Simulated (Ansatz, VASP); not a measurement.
**One calculation of MoS2, two programs**

INCAR

```
PREC = Accurate
ENCUT = 520
EDIFF = 1E-6
ISMEAR = -1
SIGMA = 0.05
LREAL = False
LASPH = True
NELM = 60
ALGO = Normal
ISIF = 2
LWAVE = False
LCHARG = False
GGA = PS
NBANDS = 20
```

The input KPOINTS:

```
Automatic mesh
0
Gamma
  13 13 13
```

File POSCAR:

```
MoS2
1.0
    1.5762110184      0.9100258558      6.1028504825
   -1.5762110184      0.9100258558      6.1028504825
    0.0000000000     -1.8200517116      6.1028504825
Mo S
1 2
Direct
    0.0000000000      0.0000000000      0.0000000000
    0.7484000000      0.7484000000      0.7484000000
    0.5849000000      0.5849000000      0.5849000000
```

Input for Ansatz:

```yaml
crystal:
  lattice:
    - [1.5762110184, 0.9100258558, 6.1028504825]
    - [-1.5762110184, 0.9100258558, 6.1028504825]
    - [0.0, -1.8200517116, 6.1028504825]
  atoms:
    - { symbol: Mo, position: [0.0, 0.0, 0.0] }
    - { symbol: S, position: [0.7484, 0.7484, 0.7484] }
    - { symbol: S, position: [0.5849, 0.5849, 0.5849] }
kpoints:
  mp_grid: { grid: [13, 13, 13] }
  band_path:
    path:
      - [0.0, 0.0, 0.0]
      - [0.5, 0.5, 0.5]
      - [0.8185098338, 0.1814901662, 0.5]
      - [0.5, -0.1814901662, 0.1814901662]
      - [0.5, 0.0, 0.0]
      - [0.0, 0.0, 0.0]
      - [0.3407450831, -0.3407450831, 0.0]
      - [0.6592549169, 0.0, 0.3407450831]
      - [0.5, 0.0, 0.5]
    npoints: 5
scf:
  occupations: { method: fermi_dirac, width: 0.05 }
hamiltonian:
  xc: pbesol
  pseudopotentials: { kind: all_electron, lapw: { basis_error: 0.0005 } }
output:
  forces: true
  stress: true
  eigenvalues: true
```

Change from the starting cell: volume scaled by 0.99.

Alike in both runs: task single point; functional PBEsol; k mesh 13 × 13 × 13; occupations fermi-dirac, width 0.05 eV; no spin polarisation.

|  | VASP | Ansatz |
| --- | --- | --- |
| version | VASP 6.6.1 | Ansatz 0.2.0 |
| potentials or method | VASP PAW PBE potentials, release 64 (Mo_sv, S), cutoff 520 eV | all-electron LAPW, scalar-relativistic |

VASP gave:

| Item | Value |
| --- | --- |
| pressure (GPa) | 5.9 |
| traceless stress, the component that is largest in VASP (GPa) | 5.25 |
| rms of the force components (eV/Å) | 0.566 |

Q: What did Ansatz give for the same quantities?

A: Pressure (GPa): 6.0; traceless stress, the component that is largest in VASP (GPa): 5.27; rms of the force components (eV/Å): 0.567.

VASP's potentials were made for PBE, not for PBEsol. Atom by atom the forces differ by 0.001 eV/Å (rms over components). Ansatz ran all-electron here, and VASP with PAW potentials.
